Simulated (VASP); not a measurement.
Wanted: the native input for a VASP 6.6.1 run.

| Quantity | Value |
| --- | --- |
| Task | single point |
| Functional | PBE |
| Potentials or basis | VASP PAW PBE potentials, release 64 (S, Mo_sv) |
| Cutoff | 520 eV |
| k mesh | 9 × 4 × 1 |
| Occupations | gaussian, width 0.1 eV |
| Spin | no spin polarisation |
| Dipole correction | yes |
| Further INCAR settings | ALGO = Normal; EDIFF = 1e-06; NBANDS = 35 |

The structure of MoS2 lies in POSCAR:

```
MoS2
1.0
    3.1925845544      0.0000000000      0.0000000000
   -1.5962922772      6.7935280079      0.0000000000
    0.0000000000      0.0000000000     21.7642745314
S Mo
4 2
Direct
    0.9028916960      0.8057833920      0.1837874262
    0.1523203809      0.3046407619      0.2479472502
    0.4266283358      0.8528921034      0.3049888882
    0.6065987334      0.2130360192      0.4026908647
    0.5276060385      0.0552120770      0.2158673382
    0.0514810311      0.1025175806      0.3307824578
```

One way to write it, as run:

INCAR

```
ALGO     = Normal         # electronic algorithm
DIPOL    = 0.5 0.5 0.281
EDIFF    = 1E-6           # SCF threshold, eV
ENCUT    = 520            # plane-wave cutoff, eV
GGA      = PE             # functional
IDIPOL   = 3            
ISIF     = 2              # what is computed and relaxed
ISMEAR   = 0              # smearing method
LASPH    = True           # aspherical terms in the spheres
LCHARG   = False          # write CHGCAR
LDIPOL   = True         
LREAL    = False          # projectors in reciprocal space
LWAVE    = False          # write WAVECAR
NBANDS   = 35             # bands
NELM     = 80             # most SCF steps
PREC     = Accurate       # precision mode
SIGMA    = 0.1            # smearing width, eV
```

KPOINTS

```
k-points
0
Gamma
  9 4 1
```

Potentials or basis: VASP PAW PBE potentials, release 64 (S, Mo_sv).

The run is started by

```sh
$ cat potpaw_PBE.64/S/POTCAR potpaw_PBE.64/Mo_sv/POTCAR > POTCAR
$ mpirun -np 1 vasp_std > vasp.out
```

Results of the run:

```json
{
  "Largest force": "2.204 eV/Å",
  "Band gap on the k mesh": "zero (filled and empty bands touch)"
}
```

Wall time 9.4 min on 1 thread of Intel(R) Xeon(R) 6975P-C (Granite Rapids), on a shared host, peak memory 0.59 GiB.
